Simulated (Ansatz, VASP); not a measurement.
Two plane-wave programs on Mn

The input INCAR:

```
SYSTEM = Mn
PREC = Accurate ; ENCUT = 520
EDIFF = 1E-7 ; ISMEAR = -1
SIGMA = 0.05 ; LREAL = .False.
LASPH = .True. ; NELM = 150
ALGO = Normal ; ISIF = 2
LWAVE = .False. ; LCHARG = .False.
ISPIN = 2 ; MAGMOM = 0.807 -0.807
LORBIT = 11 ; LMAXMIX = 4
GGA = RP ; NBANDS = 24
```

Contents of KPOINTS:

```
Automatic mesh
0
Gamma
  24 24 13
  0 0 0
```

File POSCAR:

```
Mn
1.0
    2.6018067060      0.0000000000      0.0000000000
   -1.3009033530      2.2532307031      0.0000000000
    0.0000000000      0.0000000000      4.2296517468
Mn
2
Direct
    0.3333333333      0.6666666667      0.2500000000
    0.6666666667      0.3333333333      0.7500000000
```

Input for Ansatz:

```yaml
crystal:
  lattice:
    - [2.601806706, 0.0, 0.0]
    - [-1.300903353, 2.2532307031, 0.0]
    - [0.0, 0.0, 4.2296517468]
  atoms:
    - { symbol: Mn, position: [0.3333333333, 0.6666666667, 0.25], spin: 0.807 }
    - { symbol: Mn, position: [0.6666666667, 0.3333333333, 0.75], spin: -0.807 }
hamiltonian:
  xc: rpbe
  pseudopotentials:
    kind: paw
    azcp:
      Mn: "pseudopotentials/Mn.paw.azcp"
basis:
  ecutwfc: 420
  fft_grid_basis: typed
kpoints:
  mp_grid: { grid: [24, 24, 13], shift: [0, 0, 0] }
magnetization:
  spin_polarized: true
scf:
  occupations: { method: fermi_dirac, width: 0.05 }
output:
  stress: true
```

Alike in both runs: task single point; functional RPBE; k mesh 24 × 24 × 13; occupations fermi-dirac, width 0.05 eV; collinear spin.

|  | VASP | Ansatz |
| --- | --- | --- |
| version | VASP 6.6.1 | Ansatz 0.2.0 |
| potentials or method | VASP PAW PBE potentials, release 64 (Mn_pv), cutoff 520 eV | plane waves (420 eV) with PAW, scalar-relativistic |
| valence electrons in the cell | 26 | 30 |

VASP gave:

| Item | Value |
| --- | --- |
| pressure (GPa) | -13.0 |
| traceless stress, the component that is largest in VASP (GPa) | 1.61 |
| net moment per atom (μB) | 0.00 |
| size of the moment on the site where the two differ most (μB) | 1.68 |

Question: Which values does Ansatz return?

Answer: Pressure (GPa): -13.8; traceless stress, the component that is largest in VASP (GPa): 1.67; net moment per atom (μB): 0.00; size of the moment on the site where the two differ most (μB): 1.62.

VASP's potentials were made for PBE, not for RPBE. Site moments also hang on the region over which each program counts them. VASP's potentials hold 26 valence electrons a cell and Ansatz's 30, so a difference there can come from the potentials and not from the codes.
